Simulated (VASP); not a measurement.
# Ti2SiGe2 (P6/mmm) in VASP: notebook

Runs on Ti2SiGe2. Level: PBE. Tasks: relaxation of cell and atoms, single point.

Program: VASP 6.6.1. These are calculated values, not measurements. Logs are shortened: lines on timing, memory, paths and dates and some standing lists are left out, and cuts for length are marked.

### 1 The cell of the first run

It takes space group P6/mmm (No. 191, hexagonal). Conventional cell: a = 3.754 Å, b = 3.754 Å, c = 6.652 Å, α = 90.00°, β = 90.00°, γ = 120.00°. Within 2.0 Å of Ti (site symmetry 6mm) lie 1 Si at 1.47 Å. Si (site symmetry 6/mmm) has 2 Ti at 1.47 Å within 2.0 Å. Ge (site symmetry -6m2) has 3 Si at 2.17 Å and 3 Ge at 2.17 Å and 6 Ti at 2.62 Å within 2.9 Å.

The cell was generated, and may not be a known phase.

### 2 Relaxation of cell and atoms, PBE

The input, INCAR:

```
SYSTEM = Ti2SiGe2
PREC = Accurate
ENCUT = 600
EDIFF = 1E-6
ISMEAR = 0
SIGMA = 0.1
LREAL = .FALSE.
LASPH = .TRUE.
NELM = 60
ALGO = Normal
ISIF = 3
LWAVE = .FALSE.
LCHARG = .FALSE.
GGA = PE
IBRION = 2
NSW = 90
EDIFFG = -0.04
```

The input, KPOINTS:

```
Automatic mesh
0
G
  6 6 4
  0 0 0
```

The input, POSCAR:

```
Ti2SiGe2
1.0
    3.7539245200      0.0000000000      0.0000000000
   -1.8769622600      3.2509940000      0.0000000000
    0.0000000000      0.0000000000      6.6515903600
Ti Si Ge
2 1 2
Direct
    0.0000000000      0.0000000000      0.7213994900
    0.0000000000      0.0000000000      0.2786005100
    0.0000000000      0.0000000000      0.5000000000
    0.3333333300      0.6666666700      0.5000000000
    0.6666666700      0.3333333300      0.5000000000
```

Potentials or basis: VASP PAW PBE potentials, release 64 (Ti_sv, Si, Ge_d).

Command:

```sh
$ cat potpaw_PBE.64/Ti_sv/POTCAR potpaw_PBE.64/Si/POTCAR potpaw_PBE.64/Ge_d/POTCAR > POTCAR
$ mpirun -np 1 vasp_std > vasp.out
```

OUTCAR:

```text
SYSTEM = Ti2SiGe2
   PREC = Accurate
   ENCUT = 600
   EDIFF = 1E-6
   ISMEAR = 0
   LREAL = .FALSE.
   LASPH = .TRUE.
   NELM = 60
   ISIF = 3
   GGA = PE
   IBRION = 2
   NSW = 90
   EDIFFG = -0.04

 ion  position               nearest neighbor table
   1  0.000  0.000  0.721-   3 1.47   4 2.62   5 2.62   5 2.62   4 2.62   5 2.62   4 2.62
   2  0.000  0.000  0.279-   3 1.47   4 2.62   5 2.62   5 2.62   4 2.62   5 2.62   4 2.62
   3  0.000  0.000  0.500-   1 1.47   2 1.47   4 2.17   5 2.17   5 2.17   4 2.17   5 2.17   4 2.17

   4  0.333  0.667  0.500-   3 2.17   5 2.17   5 2.17   3 2.17   3 2.17   5 2.17   1 2.62   2 2.62
                             1 2.62   2 2.62   1 2.62   2 2.62
   5  0.667  0.333  0.500-   3 2.17   4 2.17   4 2.17   3 2.17   3 2.17   4 2.17   1 2.62   2 2.62
                             2 2.62   1 2.62   2 2.62   1 2.62

 -----------------------------------------------------------------------------
|                                                                             |
|           W    W    AA    RRRRR   N    N  II  N    N   GGGG   !!!           |
|           W    W   A  A   R    R  NN   N  II  NN   N  G    G  !!!           |
|           W    W  A    A  R    R  N N  N  II  N N  N  G       !!!           |
|           W WW W  AAAAAA  RRRRR   N  N N  II  N  N N  G  GGG   !            |
|           WW  WW  A    A  R   R   N   NN  II  N   NN  G    G                |
|           W    W  A    A  R    R  N    N  II  N    N   GGGG   !!!           |
|                                                                             |
|     The distance between some ions is very small. Please check the          |
|     nearest-neighbor list in the OUTCAR file.                               |
|     I HOPE YOU KNOW WHAT YOU ARE DOING!                                     |
|                                                                             |
 -----------------------------------------------------------------------------

  LATTYP: Found a hexagonal cell.
 ALAT       =     3.7539245200
 C/A-ratio  =     1.7719030643

  Lattice vectors:

 A1 = (   3.7539245200,   0.0000000000,   0.0000000000)
 A2 = (  -1.8769622600,   3.2509940000,   0.0000000000)
 A3 = (   0.0000000000,   0.0000000000,   6.6515903600)

Analysis of symmetry for initial positions (statically):
=====================================================================
 Subroutine PRICEL returns:
 Original cell was already a primitive cell.

 Routine SETGRP: Setting up the symmetry group for a
 hexagonal supercell.

 Subroutine GETGRP returns: Found 24 space group operations
 (whereof 24 operations were pure point group operations)
 out of a pool of 24 trial point group operations.

The static configuration has the point symmetry D_6h.

Analysis of symmetry for dynamics (positions and initial velocities):
=====================================================================
 Subroutine PRICEL returns:
 Original cell was already a primitive cell.

 Routine SETGRP: Setting up the symmetry group for a
 hexagonal supercell.

 Subroutine GETGRP returns: Found 24 space group operations
 (whereof 24 operations were pure point group operations)
 out of a pool of 24 trial point group operations.

The dynamic configuration has the point symmetry D_6h.

 Subroutine INISYM returns: Found 24 space group operations
 (whereof 24 operations are pure point group operations),
 and found     1 'primitive' translations

----------------------------------------------------------------------------------------

                                     Primitive cell

  volume of cell :      81.1759

  direct lattice vectors                    reciprocal lattice vectors
     3.753924520  0.000000000  0.000000000     0.266387881  0.153799115  0.000000000
    -1.876962260  3.250994000  0.000000000     0.000000000  0.307598230  0.000000000
     0.000000000  0.000000000  6.651590360     0.000000000  0.000000000  0.150339986

  length of vectors
     3.753924520  3.753924522  6.651590360     0.307598230  0.307598230  0.150339986

  position of ions in fractional coordinates (direct lattice)
     0.000000000  0.000000000  0.721399490
     0.000000000  0.000000000  0.278600510
     0.000000000  0.000000000  0.500000000
     0.333333330  0.666666670  0.500000000
     0.666666670  0.333333330  0.500000000

  ion indices of the primitive-cell ions
   primitive index   ion index
                 1           1
                 2           2
                 3           3
                 4           4
                 5           5

----------------------------------------------------------------------------------------

 KPOINTS: Automatic mesh

Automatic generation of k-mesh.
 Grid dimensions read from file:
 generate k-points for:    6    6    4

 Generating k-lattice:

  Cartesian coordinates                     Fractional coordinates (reciprocal lattice)
     0.044397980  0.025633186  0.000000000     0.166666667  0.000000000  0.000000000
     0.000000000  0.051266372  0.000000000     0.000000000  0.166666667  0.000000000
     0.000000000  0.000000000  0.037584996     0.000000000  0.000000000  0.250000000

  Length of vectors
     0.051266372  0.051266372  0.037584996

  Shift w.r.t. Gamma in fractional coordinates (k-lattice)
     0.000000000  0.000000000  0.000000000

 Subroutine IBZKPT returns following result:
 ===========================================

 Found     21 irreducible k-points:

 Following reciprocal coordinates:
            Coordinates               Weight
  0.000000  0.000000  0.000000      1.000000
  0.166667  0.000000  0.000000      6.000000
  0.333333  0.000000  0.000000      6.000000
  0.500000  0.000000  0.000000      3.000000
  0.166667  0.166667  0.000000      6.000000
  0.333333  0.166667  0.000000     12.000000
[... 13 lines left out ...]
  0.333333  0.166667  0.500000     12.000000
  0.333333  0.333333  0.500000      2.000000
   k-points           NKPTS =     21   k-points in BZ     NKDIM =     21   number of bands    NBANDS=     33
   number of dos      NEDOS =    301   number of ions     NIONS =      5
   total plane-waves  NPLWV =  48600
   dimension x,y,z NGX =    30 NGY =   30 NGZ =   54
   dimension x,y,z NGXF=    60 NGYF=   60 NGZF=  108
   ions per type =               2   1   2
   NGX,Y,Z   is equivalent  to a cutoff of  13.29, 13.29, 13.50 a.u.
   NGXF,Y,Z  is equivalent  to a cutoff of  26.57, 26.57, 26.99 a.u.
 SYSTEM =  Ti2SiGe2
   PREC   = accura    normal or accurate (medium, high low for compatibility)
   ISTART =      0    job   : 0-new  1-cont  2-samecut
   ICHARG =      2    charge: 1-file 2-atom 10-const
   ISPIN  =      1    spin polarized calculation?
   LNONCOLLINEAR =      F non collinear calculations
   LSORBIT =      F    spin-orbit coupling
   LASPH  =      T    aspherical Exc in radial PAW
   ENCUT  =  600.0 eV  44.10 Ry    6.64 a.u.   7.50  7.50 13.28*2*pi/ulx,y,z
   NELM   =     60;   NELMIN=  2; NELMDL= -5     # of ELM steps
   EDIFF  = 0.1E-05   stopping-criterion for ELM
   LREAL  =      F    real-space projection
   EDIFFG = -.4E-01   stopping-criterion for IOM
   NSW    =     90    number of steps for IOM
   IBRION =      2    ionic relax: 0-MD 1-quasi-New 2-CG
   NFREE  =      1    steps in history (QN), initial steepest desc. (CG)
   ISIF   =      3    stress and relaxation
   ISYM   =      2    0-nonsym 1-usesym 2-fastsym
   POTIM  = 0.5000    time-step for ionic-motion
   TEBEG  =    0.0;   TEEND  =   0.0 temperature during run
   PSTRESS=    0.0 pullay stress
   NELECT =      56.0000    total number of electrons
   NUPDOWN=      -1.0000    fix difference up-down
   EMIN   =  10.00;   EMAX   =-10.00  energy-range for DOS
   EFERMI =   0.00;   METHOD = LEGACY
   ISMEAR =     0;   SIGMA  =   0.10  broadening in eV -4-tet -1-fermi 0-gaus
   EFERMI_NEDOS =   21; number of points for ismear=-14 and -15
   IALGO  =     38    algorithm
   IMIX   =      4    mixing-type and parameters
     AMIX     =   0.40;   BMIX     =  1.00
     AMIX_MAG =   1.60;   BMIX_MAG =  1.00
  volume/ion in A,a.u.               =      16.24       109.56
  Fermi-wavevector in a.u.,A,eV,Ry     =   1.446533  2.733552 28.469628  2.092459
  Thomas-Fermi vector in A             =   2.564591
   LORBIT       =      0    0 simple, 1 ext, 2 COOP (PROOUT), +10 PAW based schemes
   GGA     = PE    functional components
   LHFCALC =     F    Hartree Fock is set to
   AEXX    =    0.0000 exact exchange contribution
   IVDW    =     0    specifies the selected vdW correction
   LEPSILON=     F    determine dielectric tensor
   LRPA    =     F    only Hartree local field effects (RPA)
 conjugate gradient relaxation of ions
 non-spin polarized calculation
 Gauss-broadening in eV      SIGMA  =   0.10
  energy-cutoff  :      600.00
  volume of cell :       81.18
 maximum number of plane-waves:      2735
 NGX is ok and might be reduce to    30
   NGX = 15   NGY = 15   NGZ = 27

--------------------------------------- Ionic step        1  -------------------------------------------

 number of electron      56.0000035 magnetization

 Free energy of the ion-electron system (eV)
  ---------------------------------------------------
  ext. energy  EPLUGINS =         0.00000000
  ---------------------------------------------------
  free energy    TOTEN  =         4.94882425 eV

  energy without entropy =        4.97053464  energy(sigma->0) =        4.95967944

------------------------ aborting loop because EDIFF is reached ----------------------------------------

  FORCE on cell =-STRESS in cart. coord.  units (eV):
  Direction    XX          YY          ZZ          XY          YZ          ZX
  --------------------------------------------------------------------------------------
  -------------------------------------------------------------------------------------
  Total       39.0784359     39.0784359    104.1394407      0.0000000     -0.0000000      0.0000000
  in kB      771.2950703    771.2950711   2055.4107528      0.0000000     -0.0000000      0.0000000
  external PRESSURE =    1199.3336314 kB  Pullay stress =       0.0000000 kB
[... 2390 lines left out ...]
     32       5.2384      0.00000
     33       6.2032      0.00000

[... ionic steps 4 to 11 ...]

--------------------------------------- Ionic step       12  -------------------------------------------

 number of electron      55.9999950 magnetization

------------------------ aborting loop because EDIFF is reached ----------------------------------------
[... 73 lines left out ...]
--------------------------------------- Ionic step       14  -------------------------------------------

 number of electron      55.9999982 magnetization

 Free energy of the ion-electron system (eV)
  ---------------------------------------------------
  ext. energy  EPLUGINS =         0.00000000
  ---------------------------------------------------
  free energy    TOTEN  =       -24.37966814 eV

  energy without entropy =      -24.34674043  energy(sigma->0) =      -24.36320429

 E-fermi :   4.5462     XC(G=0):  -9.2698

 val. band max:        4.5278965790   @ k =   0.3333   0.1667   0.5000
 cond. band min:       4.5481972531   @ k =   0.3333   0.1667   0.2500
 fundamental gap:      0.0203006742
 Fermi energy:         4.5462196547
[... 786 lines left out ...]
  FREE ENERGIE OF THE ION-ELECTRON SYSTEM (eV)
  ---------------------------------------------------
  free  energy   TOTEN  =       -24.3796681425 eV

  energy  without entropy=      -24.3467404340  energy(sigma->0) =      -24.36320429

 reached required accuracy - stopping structural energy minimisation
```

Run time: 28 min. Hardware: 1 thread of Intel Xeon 8259CL, shared host; peak memory 0.26 GiB.

What came out:

* Free energy: -24.3797 eV
* Relaxed volume: 25.01 Å³/atom
* Relaxed cell: a = 4.575 Å, b = 4.575 Å, c = 6.901 Å, α = 90.00°, β = 90.00°, γ = 120.00°
* Space group after relaxing (to 0.1 Å): P6/mmm (No. 191)
* Pressure after relaxing: 0.0 GPa
* Band gap on the k mesh: zero (bands 28 and 29 overlap by 1.51 eV)

Final structure:
```
Ti Si Ge
1.0
     4.57462    0.00000    0.00000
    -2.28731    3.96174    0.00000
     0.00000    0.00000    6.90103
Ti Si Ge
2 1 2
Direct
  0.00000 0.00000 0.85295
  0.00000 0.00000 0.14705
  0.00000 0.00000 0.50000
  0.33333 0.66667 0.50000
  0.66667 0.33333 0.50000
```

Caveat: the volume moved by over 15 % at a fixed basis, so the end points are rough; atoms lie so close that the PAW spheres overlap strongly, which falsifies energies and pressures.

### 3 Single point, PBE

This run uses another cell than the first one, of 25.21 Å³/atom.

The input, INCAR:

```
SYSTEM = Ti2SiGe2
PREC = Accurate
ENCUT = 520
EDIFF = 1E-7
ISMEAR = 0
SIGMA = 0.1
LREAL = .False.
LASPH = .True.
NELM = 80
ALGO = Normal
ISIF = 2
LWAVE = .False.
LCHARG = .False.
GGA = PE
NBANDS = 36
```

The input, KPOINTS:

```
regular mesh
0
Gamma
  12 12 6
  0 0 0
```

The input, POSCAR:

```
Ti2SiGe2
1.0
    4.6028939149      0.0000000000      0.0000000000
   -2.3014469575      3.9862230612      0.0000000000
    0.0000000000      0.0000000000      6.8709657152
Ti Si Ge
2 1 2
Direct
    0.0000000000      0.0000000000      0.8565404398
    0.0000000000      0.0000000000      0.1434595602
    0.0000000000      0.0000000000      0.5000000000
    0.3333333333      0.6666666667      0.5000000000
    0.6666666667      0.3333333333      0.5000000000
```

Potentials or basis: VASP PAW PBE potentials, release 64 (Ti_sv, Si, Ge_d).

Command:

```sh
$ cat potpaw_PBE.64/Ti_sv/POTCAR potpaw_PBE.64/Si/POTCAR potpaw_PBE.64/Ge_d/POTCAR > POTCAR
$ mpirun -np 1 vasp_std > vasp.out
```

Run time: 8.6 min. Hardware: 1 thread of Intel Xeon 8259CL, shared host; peak memory 0.47 GiB.

The run converged. Its results:

- Free energy: -24.5013 eV
- Pressure: 0.4 GPa
- Largest force: 0.560 eV/Å
- Band gap on the k mesh: zero (bands 28 and 29 overlap by 1.56 eV)

Forces in eV/Å, atoms in the order of the input:
```
Ti   0.000  0.000 -0.560
Ti   0.000  0.000  0.560
Si   0.000  0.000  0.000
Ge   0.000  0.000  0.000
Ge   0.000  0.000  0.000
```

Stress tensor (GPa, compression positive):
```
-0.04  0.00  0.00
 0.00 -0.04  0.00
 0.00  0.00  1.28
```

Levels at points of the mesh, in eV from the Fermi level:
| k point | band 26 | band 27 | band 28 | band 29 | band 30 | band 31 |
| --- | --- | --- | --- | --- | --- | --- |
| (0.00, 0.00, 0.00) | -2.80 | -2.17 | -0.32 | -0.32 | 0.37 | 0.37 |
| (0.50, 0.00, 0.00) | -0.70 | -0.61 | -0.05 | 0.49 | 0.64 | 1.16 |
| (0.00, 0.00, 0.50) | -2.77 | -1.80 | -0.91 | -0.91 | 0.14 | 0.14 |
| (0.50, 0.00, 0.50) | -1.16 | -0.98 | 0.62 | 0.69 | 1.56 | 1.81 |

Caveat: atoms lie so close that the PAW spheres overlap strongly, which falsifies energies and pressures.

The gap in the log of VASP goes by the Fermi energy; the results here count the filled bands.